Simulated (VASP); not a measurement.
TiTe2:

```xyz
3
Lattice="3.7770 0.0000 0.0000 -1.8885 3.2710 0.0000 0.0000 0.0000 6.4980" Properties=species:S:1:pos:R:3 pbc="T T T"
Ti    0.0000    0.0000    0.0000
Te    1.8885    1.0903    1.7077
Te    0.0000    2.1807    4.7903
```

```yaml
Program: VASP 6.6.1
Task: relaxation of cell and atoms
Functional: PBE
Dispersion: D3(BJ)
Potentials_or_basis: VASP PAW PBE potentials, release 64 (Ti_sv, Te)
Cutoff: 600 eV
k_mesh: 12 × 12 × 6
Occupations: methfessel-paxton, width 0.1 eV
Spin: no spin polarisation
```

At the start: pressure -2.1 GPa; volume 26.76 Å³/atom.

Problem. How do energy, volume and symmetry change on relaxing?

Solution. Over 9 steps the energy falls by 12.1 meV/atom and the volume is 25.14 Å³/atom (-6.0 %); space group P-3m1 (No. 164, to 0.1 Å) before and after.

The path:
| step | energy change (eV) | largest force (eV/Å) | pressure (GPa) | volume (Å³) |
| --- | --- | --- | --- | --- |
| 1 | 0.0000 | 0.0447 | -2.05 | 80.28 |
| 2 | -0.0162 | 0.4485 | 1.15 | 76.36 |
| 3 | -0.0195 | 0.3277 | 0.16 | 77.47 |
| 4 | -0.0287 | 0.2023 | 0.06 | 76.86 |
| 5 | -0.0320 | 0.0649 | -0.02 | 76.22 |
| 6 | -0.0340 | 0.0396 | -0.08 | 76.08 |
| 7 | -0.0362 | 0.0333 | -0.26 | 75.69 |
| 8 | -0.0352 | 0.0644 | 0.55 | 74.81 |
| 9 | -0.0364 | 0.0051 | -0.02 | 75.43 |

Final structure:
```cif
data_structure
_symmetry_space_group_name_H-M 'P 1'
_symmetry_Int_Tables_number 1
_cell_length_a 3.6985
_cell_length_b 3.6985
_cell_length_c 6.3674
_cell_angle_alpha 90.000
_cell_angle_beta 90.000
_cell_angle_gamma 120.000
_cell_volume 75.43
loop_
_atom_site_label
_atom_site_type_symbol
_atom_site_fract_x
_atom_site_fract_y
_atom_site_fract_z
_atom_site_occupancy
Ti1 Ti 0.00000 0.00000 0.00000 1
Te1 Te 0.66667 0.33333 0.27172 1
Te2 Te 0.33333 0.66667 0.72828 1
```
